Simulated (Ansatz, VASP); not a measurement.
TiAl3 in VASP and in Ansatz

File INCAR:

```
  PREC = Accurate
  ENCUT = 520
  EDIFF = 1E-6
  ISMEAR = -1
  SIGMA = 0.05
  LREAL = False
  LASPH = True
  NELM = 100
  ALGO = Fast
  ISIF = 2
  LWAVE = False
  LCHARG = False
  GGA = PS
  NBANDS = 18
```

Contents of KPOINTS:

```
Automatic mesh
0
Gamma
  10 10 10
```

POSCAR

```
TiAl3
1.0
   -1.9111067713      1.9111067713      4.2806687947
    1.9111067713     -1.9111067713      4.2806687947
    1.9111067713      1.9111067713     -4.2806687947
Ti Al
1 3
Direct
   -0.0096190000      0.0003760000     -0.0047860000
    0.2566370000      0.7534730000      0.5188220000
    0.7460380000      0.2426830000      0.4969250000
    0.5028580000      0.4875310000      0.0001400000
```

input.yaml

```yaml
crystal:
  lattice:
    - [-1.9111067713, 1.9111067713, 4.2806687947]
    - [1.9111067713, -1.9111067713, 4.2806687947]
    - [1.9111067713, 1.9111067713, -4.2806687947]
  atoms:
    - { symbol: Ti, position: [-0.009619, 0.000376, -0.004786] }
    - { symbol: Al, position: [0.256637, 0.753473, 0.518822] }
    - { symbol: Al, position: [0.746038, 0.242683, 0.496925] }
    - { symbol: Al, position: [0.502858, 0.487531, 0.00014] }
kpoints:
  mp_grid: { grid: [10, 10, 10] }
scf:
  occupations: { method: fermi_dirac, width: 0.05 }
hamiltonian:
  xc: pbesol
  pseudopotentials: { kind: all_electron, lapw: { basis_error: 0.001 } }
output:
  forces: true
  stress: true
  eigenvalues: true
  populations: true
```

Change from the starting cell: atoms moved at random, drawn with an rms of 0.05 Å.

Alike in both runs: task single point; functional PBEsol; k mesh 10 × 10 × 10; occupations fermi-dirac, width 0.05 eV; no spin polarisation.

|  | VASP | Ansatz |
| --- | --- | --- |
| version | VASP 6.6.1 | Ansatz 0.2.0 |
| potentials or method | VASP PAW PBE potentials, release 64 (Ti_sv, Al), cutoff 520 eV | all-electron LAPW, scalar-relativistic |

Ansatz gave:

- gap on the k mesh at the Fermi level (eV): none
- pressure (GPa): -0.3
- traceless stress, the component that is largest in VASP (GPa): -0.22
- rms of the force components (eV/Å): 0.272

Which values does VASP return?

gap on the k mesh at the Fermi level (eV): none; pressure (GPa): -0.3; traceless stress, the component that is largest in VASP (GPa): -0.22; rms of the force components (eV/Å): 0.274.

VASP's potentials were made for PBE, not for PBEsol. Atom by atom the forces differ by 0.001 eV/Å (rms over components). A gap of «none» marks a metal or a gap that the smearing closes. Ansatz ran all-electron here, and VASP with PAW potentials.
